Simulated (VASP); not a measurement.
Here is a VASP 6.6.1 calculation.

Contents of INCAR:

```
SYSTEM = Si
PREC = Accurate
ENCUT = 520
EDIFF = 1E-6
ISMEAR = 1
SIGMA = 0.15
LREAL = .FALSE.
LASPH = .TRUE.
NELM = 60
ALGO = Normal
ISIF = 2
LWAVE = .FALSE.
LCHARG = .FALSE.
GGA = PE
NBANDS = 11
```

KPOINTS

```
Automatic mesh
0
G
  12 12 12
  0 0 0
```

The input POSCAR:

```
Si
1.0
   -2.3713720000      2.3713720000      1.3292650000
    2.3713720000     -2.3713720000      1.3292650000
    2.3713720000      2.3713720000     -1.3292650000
Si
2
Direct
    0.2500000000      0.7500000000      0.5000000000
    0.5000000000      0.5000000000      0.0000000000
```

Potentials or basis: VASP PAW PBE potentials, release 64 (Si).

Launch:

```bash
$ cat potpaw_PBE.64/Si/POTCAR > POTCAR
$ mpirun -np 1 vasp_std > vasp.out
```

Question: What does it give for the band gap on the k mesh?

Answer: Zero (bands 4 and 5 overlap by 6.88 eV).

Question: Predict the pressure.

Answer: 3.3 GPa.

Stress tensor (GPa, compression positive):
```
4.68 0.00 0.00
0.00 4.68 0.00
0.00 0.00 0.51
```

Caveat: the cell stands under pressure.
